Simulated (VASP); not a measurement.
SiC, 2 atoms in the cell. Symmetry: F-43m, No. 216, cubic system. Conventional cell: a = 4.358 Å, b = 4.358 Å, c = 4.358 Å, α = 90.00°, β = 90.00°, γ = 90.00°. Within 2.5 Å of Si (site symmetry -43m) lie 4 C at 1.89 Å. Within 2.5 Å of C (site symmetry -43m) lie 4 Si at 1.89 Å. 

```yaml
Program: VASP 6.6.1
Task: relaxation of cell and atoms
Functional: r2SCAN
Potentials_or_basis: VASP PAW PBE potentials, release 64 (Si, C)
Cutoff: 600 eV
k_mesh: 18 × 18 × 18
Occupations: fermi-dirac, width 0.1 eV
Spin: no spin polarisation
Dipole_correction: no
Further_INCAR_settings: ALGO = Normal; EDIFF = 1e-07; IBRION = 2; EDIFFG = -0.002; NSW = 100; ISIF = 3
```

Potentials or basis: VASP PAW PBE potentials, release 64 (Si, C).

Run with:

```console
$ cat potpaw_PBE.64/Si/POTCAR potpaw_PBE.64/C/POTCAR > POTCAR
$ cp INCAR.step1 INCAR
$ mpirun -np 1 vasp_std > vasp.out
$ cp INCAR.step2 INCAR
$ mpirun -np 1 vasp_std > vasp.out
```

Hardware: 1 thread of Intel(R) Xeon(R) 6975P-C (Granite Rapids), on a shared host.

Q: Estimate the wall time of this run.

A: It took 3.4 min on 1 thread of Intel(R) Xeon(R) 6975P-C (Granite Rapids), with other jobs on the host, peak memory 0.19 GiB. Counts: k points 195, ion steps 3.
